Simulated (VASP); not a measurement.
Set up this calculation in VASP 6.6.1, as the native input.

- Task: single point
- Functional: PBE
- Potentials or basis: VASP PAW PBE potentials, release 64 (Re)
- Cutoff: 520 eV
- k mesh: 18 × 18 × 18
- Occupations: gaussian, width 0.05 eV
- Spin: no spin polarisation
- Dipole correction: no
- Further INCAR settings: ALGO = Fast; EDIFF = 1e-07; NBANDS = 10

The structure of Re lies in POSCAR:

```
Re
1.0
   -1.5432869581      1.5432869581      1.5432869581
    1.5432869581     -1.5432869581      1.5432869581
    1.5432869581      1.5432869581     -1.5432869581
Re
1
Direct
    0.0000000000      0.0000000000      0.0000000000
```

This isn't the form of Re at room conditions, which is hcp.

These files were run (other wordings do the same):

INCAR

```
SYSTEM = Re
  PREC = Accurate
  ENCUT = 520
  EDIFF = 1E-7
  ISMEAR = 0
  SIGMA = 0.05
  LREAL = .FALSE.
  LASPH = .TRUE.
  NELM = 100
  ALGO = Fast
  ISIF = 2
  LWAVE = .FALSE.
  LCHARG = .FALSE.
  GGA = PE
  NBANDS = 10
```

KPOINTS

```
regular mesh
0
G
  18 18 18
  0 0 0
```

Potentials or basis: VASP PAW PBE potentials, release 64 (Re).

Command:

```console
$ cat potpaw_PBE.64/Re/POTCAR > POTCAR
$ mpirun -np 1 vasp_std > vasp.out
```

It gave:

The pressure is 9.3 GPa. The band gap on the k mesh is zero (an odd number of electrons rules out a gap without spin polarisation).

Caveat: the cell stands under pressure; spin-orbit coupling is left out, which moves the levels of the heavy elements.

Run time: 46 s on 1 thread of Intel Xeon 8259CL, on a shared host, peak memory 0.15 GiB.
